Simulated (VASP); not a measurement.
# Sn (Fd-3m) in VASP: settings compared, part 2 of 2

VASP 6.6.1.

## Step 5: Single point, B3LYP

This run uses another cell than the first one, of 34.48 Å³/atom.

POSCAR

```
Sn
1.0
    0.0000000000      3.2547562903      3.2547562903
    3.2547562903      0.0000000000      3.2547562903
    3.2547562903      3.2547562903      0.0000000000
Sn
2
Direct
    0.7500000000      0.7500000000      0.7500000000
    0.5000000000      0.5000000000      0.5000000000
```

INCAR.step1

```
PREC = Accurate
ENCUT = 520
EDIFF = 1E-5
ISMEAR = -1
SIGMA = 0.05
LREAL = False
LASPH = True
NELM = 100
ALGO = Normal
ISIF = 2
LWAVE = True
LCHARG = False
NBANDS = 21
GGA = PE
```

INCAR.step2

```
PREC = Accurate
ENCUT = 520
EDIFF = 1E-6
ISMEAR = -1
SIGMA = 0.05
LREAL = False
LASPH = True
NELM = 100
ALGO = Normal
ISIF = 2
LWAVE = False
LCHARG = False
GGA = B3
LHFCALC = True
AEXX = 0.2
AGGAX = 0.72
AGGAC = 0.81
ALDAC = 0.19
PRECFOCK = Normal
NBANDS = 21
ISTART = 1
```

KPOINTS

```
Automatic mesh
0
Gamma
  4 4 4
```

Potentials or basis: VASP PAW PBE potentials, release 64 (Sn_d).

Run with:

```console
> cat potpaw_PBE.64/Sn_d/POTCAR > POTCAR
> cp INCAR.step1 INCAR
> mpirun -np 1 vasp_std > vasp.out
> cp INCAR.step2 INCAR
> mpirun -np 1 vasp_std > vasp.out
```

OUTCAR:

```text
PREC = Accurate
   ENCUT = 520
   EDIFF = 1E-6
   ISMEAR = -1
   LREAL = False
   LASPH = True
   NELM = 100
   ISIF = 2
   GGA = B3
   LHFCALC = True
   AEXX = 0.2
   PRECFOCK = Normal
   ISTART = 1

 ion  position               nearest neighbor table
   1  0.750  0.750  0.750-   2 2.82   2 2.82   2 2.82   2 2.82
   2  0.500  0.500  0.500-   1 2.82   1 2.82   1 2.82   1 2.82

  LATTYP: Found a face centered cubic cell.
 ALAT       =     6.5095125806

  Lattice vectors:

 A1 = (   0.0000000000,   3.2547562903,   3.2547562903)
 A2 = (   3.2547562903,   0.0000000000,   3.2547562903)
 A3 = (   3.2547562903,   3.2547562903,   0.0000000000)

Analysis of symmetry for initial positions (statically):
=====================================================================
 Subroutine PRICEL returns:
 Original cell was already a primitive cell.

 Routine SETGRP: Setting up the symmetry group for a
 face centered cubic supercell.

 Subroutine GETGRP returns: Found 48 space group operations
 (whereof 24 operations were pure point group operations)
 out of a pool of 48 trial point group operations.

The static configuration has the point symmetry T_d .
 The point group associated with its full space group is O_h .

Analysis of symmetry for dynamics (positions and initial velocities):
=====================================================================
 Subroutine PRICEL returns:
 Original cell was already a primitive cell.

 Routine SETGRP: Setting up the symmetry group for a
 face centered cubic supercell.

 Subroutine GETGRP returns: Found 48 space group operations
 (whereof 24 operations were pure point group operations)
 out of a pool of 48 trial point group operations.

The dynamic configuration has the point symmetry T_d .
 The point group associated with its full space group is O_h .

 Subroutine INISYM returns: Found 48 space group operations
 (whereof 24 operations are pure point group operations),
 and found     1 'primitive' translations

----------------------------------------------------------------------------------------

                                     Primitive cell

  volume of cell :      68.9581

  direct lattice vectors                    reciprocal lattice vectors
     0.000000000  3.254756290  3.254756290    -0.153621333  0.153621333  0.153621333
     3.254756290  0.000000000  3.254756290     0.153621333 -0.153621333  0.153621333
     3.254756290  3.254756290  0.000000000     0.153621333  0.153621333 -0.153621333

  length of vectors
     4.602920488  4.602920488  4.602920488     0.266079954  0.266079954  0.266079954

  position of ions in fractional coordinates (direct lattice)
     0.750000000  0.750000000  0.750000000
     0.500000000  0.500000000  0.500000000

  ion indices of the primitive-cell ions
   primitive index   ion index
                 1           1
                 2           2

----------------------------------------------------------------------------------------

 KPOINTS: Automatic mesh

Automatic generation of k-mesh.
 Grid dimensions read from file:
 generate k-points for:    4    4    4

 Generating k-lattice:

  Cartesian coordinates                     Fractional coordinates (reciprocal lattice)
    -0.038405333  0.038405333  0.038405333     0.250000000  0.000000000  0.000000000
     0.038405333 -0.038405333  0.038405333     0.000000000  0.250000000  0.000000000
     0.038405333  0.038405333 -0.038405333     0.000000000  0.000000000  0.250000000

  Length of vectors
     0.066519988  0.066519988  0.066519988

  Shift w.r.t. Gamma in fractional coordinates (k-lattice)
     0.000000000  0.000000000  0.000000000

 Subroutine IBZKPT returns following result:
 ===========================================

 Found      8 irreducible k-points:

 Following reciprocal coordinates:
            Coordinates               Weight
  0.000000  0.000000  0.000000      1.000000
  0.250000  0.000000  0.000000      8.000000
  0.500000  0.000000  0.000000      4.000000
  0.250000  0.250000  0.000000      6.000000
  0.500000  0.250000  0.000000     24.000000
 -0.250000  0.250000  0.000000     12.000000
  0.500000  0.500000  0.000000      3.000000
 -0.250000  0.500000  0.250000      6.000000
   k-points           NKPTS =      8   k-points in BZ     NKDIM =     64   number of bands    NBANDS=     21
   number of dos      NEDOS =    301   number of ions     NIONS =      2
   total plane-waves  NPLWV =  46656
   dimension x,y,z NGX =    36 NGY =   36 NGZ =   36
   dimension x,y,z NGXF=    72 NGYF=   72 NGZF=   72
   ions per type =               2
   NGX,Y,Z   is equivalent  to a cutoff of  13.00, 13.00, 13.00 a.u.
   NGXF,Y,Z  is equivalent  to a cutoff of  26.00, 26.00, 26.00 a.u.
 SYSTEM =  unknown system
   PREC   = accura    normal or accurate (medium, high low for compatibility)
   ISTART =      1    job   : 0-new  1-cont  2-samecut
   ICHARG =      0    charge: 1-file 2-atom 10-const
   ISPIN  =      1    spin polarized calculation?
   LNONCOLLINEAR =      F non collinear calculations
   LSORBIT =      F    spin-orbit coupling
   LASPH  =      T    aspherical Exc in radial PAW
   ENCUT  =  520.0 eV  38.22 Ry    6.18 a.u.   8.56  8.56  8.56*2*pi/ulx,y,z
   NELM   =    100;   NELMIN=  2; NELMDL=  0     # of ELM steps
   EDIFF  = 0.1E-05   stopping-criterion for ELM
   LREAL  =      F    real-space projection
   EDIFFG = 0.1E-04   stopping-criterion for IOM
   NSW    =      0    number of steps for IOM
   IBRION =     -1    ionic relax: 0-MD 1-quasi-New 2-CG
   NFREE  =      0    steps in history (QN), initial steepest desc. (CG)
   ISIF   =      2    stress and relaxation
   ISYM   =      3    0-nonsym 1-usesym 2-fastsym
   POTIM  = 0.5000    time-step for ionic-motion
   TEBEG  =    0.0;   TEEND  =   0.0 temperature during run
   PSTRESS=    0.0 pullay stress
   NELECT =      28.0000    total number of electrons
   NUPDOWN=      -1.0000    fix difference up-down
   EMIN   =  10.00;   EMAX   =-10.00  energy-range for DOS
   EFERMI =   0.00;   METHOD = LEGACY
   ISMEAR =    -1;   SIGMA  =   0.05  broadening in eV -4-tet -1-fermi 0-gaus
   EFERMI_NEDOS =   21; number of points for ismear=-14 and -15
   IALGO  =     38    algorithm
   IMIX   =      1    mixing-type and parameters
     AMIX     =   0.40;   BMIX     =  1.00
     AMIX_MAG =   1.60;   BMIX_MAG =  1.00
  volume/ion in A,a.u.               =      34.48       232.68
  Fermi-wavevector in a.u.,A,eV,Ry     =   1.212269  2.290856 19.995072  1.469596
  Thomas-Fermi vector in A             =   2.347758
   LORBIT       =      0    0 simple, 1 ext, 2 COOP (PROOUT), +10 PAW based schemes
   GGA     = B3    functional components
   LHFCALC =     T    Hartree Fock is set to
   PRECFOCK=normal    Normal, Fast or Accurate (Low or Medium for compatibility)
   ENCUT4O =  -1.0   cutoff for four orbital integrals eV
   NKREDX  =     1    reduce k-point grid by
   NKREDY  =     1    reduce k-point grid by
   NKREDZ  =     1    reduce k-point grid by
   AEXX    =    0.2000 exact exchange contribution
   HFSCREEN=    0.0000 screening length (either q_TF or 0.3 A-1)
   HFSCREENC=   0.0000 screening length for correlation (either q_TF or 0.3 A-1)
   ENCUTFOCK=  -1.0 apply spherical cutoff to Coloumb kernel
   IVDW    =     0    specifies the selected vdW correction
   LEPSILON=     F    determine dielectric tensor
   LRPA    =     F    only Hartree local field effects (RPA)
 non-spin polarized calculation
  energy-cutoff  :      520.00
  volume of cell :       68.96
 maximum number of plane-waves:      1880
 NGX is ok and might be reduce to    36
  NGX = 28; NGY = 28; NGZ = 28

 number of electron      27.9999995 magnetization

 Free energy of the ion-electron system (eV)
  ---------------------------------------------------
  ext. energy  EPLUGINS =         0.00000000
  ---------------------------------------------------
  free energy    TOTEN  =        -8.22070070 eV

  energy without entropy =       -8.21771653  energy(sigma->0) =       -8.21920861

 E-fermi :   5.5892     XC(G=0):  -6.9958

 val. band max:        5.5550401126   @ k =   0.0000   0.0000   0.0000
 cond. band min:       6.1960265398   @ k =   0.5000   0.0000   0.0000
 fundamental gap:      0.6409864272
 Fermi energy:         5.5891942991

 k-point     1 :       0.0000    0.0000    0.0000
  band No.  band energies     occupation
      1     -18.0635      2.00000
      2     -18.0635      2.00000
      3     -18.0635      2.00000
      4     -18.0029      2.00000
      5     -18.0029      2.00000
      6     -17.6915      2.00000
[... 181 lines left out ...]
     20      15.7046      0.00000
     21      16.9456      0.00000

------------------------ aborting loop because EDIFF is reached ----------------------------------------

  FORCE on cell =-STRESS in cart. coord.  units (eV):
  Direction    XX          YY          ZZ          XY          YZ          ZX
  --------------------------------------------------------------------------------------
  -------------------------------------------------------------------------------------
  Total        1.5963990      1.5963990      1.5963990     -0.0000000      0.0000000     -0.0000000
  in kB       37.0908360     37.0908360     37.0908360     -0.0000000      0.0000000     -0.0000000
  external PRESSURE =      37.0908360 kB  Pullay stress =       0.0000000 kB

 VOLUME and BASIS-vectors are now :
 -----------------------------------------------------------------------------
  energy-cutoff  :      520.00
  volume of cell :       68.96
      direct lattice vectors                 reciprocal lattice vectors
     0.000000000  3.254756290  3.254756290    -0.153621333  0.153621333  0.153621333
     3.254756290  0.000000000  3.254756290     0.153621333 -0.153621333  0.153621333
     3.254756290  3.254756290  0.000000000     0.153621333  0.153621333 -0.153621333

 POSITION                                       TOTAL-FORCE (eV/Angst)
 -----------------------------------------------------------------------------------
      4.88213      4.88213      4.88213         0.000000      0.000000      0.000000
      3.25476      3.25476      3.25476        -0.000000     -0.000000     -0.000000
 -----------------------------------------------------------------------------------
    total drift:                                0.000002      0.000001      0.000001

  FREE ENERGIE OF THE ION-ELECTRON SYSTEM (eV)
  ---------------------------------------------------
  free  energy   TOTEN  =        -8.2207006979 eV

  energy  without entropy=       -8.2177165272  energy(sigma->0) =       -8.21920861
```

It took 34 min on 1 thread of Intel Xeon Platinum 8259CL at 2.50GHz (Skylake/Cascade Lake), shared host; peak memory 0.22 GiB.

What came out:

| Item | Value |
| --- | --- |
| Free energy | -8.2207 eV |
| Pressure | 3.7 GPa |
| Band gap on the k mesh | zero (filled and empty bands touch) |

Caveat: the k points lie up to 0.42 Å⁻¹ apart; the PAW data sets were made with another functional, which shifts forces and pressure a little; spin-orbit coupling is left out, which moves the levels of the heavy elements.

## Step 6: Single point, HSE06

POSCAR

```
Sn
1.0
    0.0000000000      3.2116418589      3.2116418589
    3.2116418589      0.0000000000      3.2116418589
    3.2116418589      3.2116418589      0.0000000000
Sn
2
Direct
    0.7500000000      0.7500000000      0.7500000000
    0.5000000000      0.5000000000      0.5000000000
```

INCAR.step1

```
SYSTEM = Sn
  PREC = Accurate
  ENCUT = 520
  EDIFF = 1E-5
  ISMEAR = -1
  SIGMA = 0.05
  LREAL = .FALSE.
  LASPH = .TRUE.
  NELM = 60
  ALGO = Normal
  ISIF = 2
  LWAVE = .TRUE.
  LCHARG = .FALSE.
  GGA = PE
  NBANDS = 21
```

INCAR.step2

```
SYSTEM = Sn
  PREC = Accurate
  ENCUT = 520
  EDIFF = 1E-7
  ISMEAR = -1
  SIGMA = 0.05
  LREAL = .FALSE.
  LASPH = .TRUE.
  NELM = 60
  ALGO = Normal
  ISIF = 2
  LWAVE = .FALSE.
  LCHARG = .FALSE.
  GGA = PE
  LHFCALC = .TRUE.
  HFSCREEN = 0.2079
  PRECFOCK = Normal
  ISTART = 1
  NBANDS = 21
```

KPOINTS

```
regular mesh
0
G
  4 4 4
  0 0 0
```

Potentials or basis: VASP PAW PBE potentials, release 64 (Sn_d).

Run with:

```console
> cat potpaw_PBE.64/Sn_d/POTCAR > POTCAR
> cp INCAR.step1 INCAR
> mpirun -np 1 vasp_std > vasp.out
> cp INCAR.step2 INCAR
> mpirun -np 1 vasp_std > vasp.out
```

Wall time 43 min (1 thread of Oxide Virtual Turin-like, shared host); peak memory 0.28 GiB.

The run converged, but its numbers aren't listed here, since they failed a check.

Caveat: the k points lie up to 0.42 Å⁻¹ apart; the mesh shows a gap though the element is a metal; the PAW data sets were made with another functional, which shifts forces and pressure a little; spin-orbit coupling is left out, which moves the levels of the heavy elements.

## Step 7: Overview

| level | cell | share of exact exchange | screening parameter | gap on the mesh (eV) | pressure (GPa) |
| --- | --- | --- | --- | --- | --- |
| B3LYP | a = 4.542 Å, angles 60.0°, 2 atoms | 0.2 | - | none | 6.1 |
| HSE06 | a = 4.653 Å, angles 60.0°, 2 atoms | 0.25 | 0.2079 1/Å | none | 0.0 |
| B3LYP | a = 4.603 Å, angles 60.0°, 2 atoms | 0.2 | - | none | 3.7 |

Alike in all rows: task single point; potentials or basis VASP PAW PBE potentials, release 64 (Sn_d); no spin polarisation; k mesh 4 × 4 × 4; cutoff (eV) 520; smearing fermi-dirac 0.05 eV.

Caveats: all runs use coarse meshes; the PAW data sets were made with another functional, which shifts forces and pressure a little; spin-orbit coupling is left out, which moves the levels of the heavy elements.

Absolute energies hang on the potentials; compare differences alone.

The gap in the log of VASP goes by the Fermi energy; the results here count the filled bands.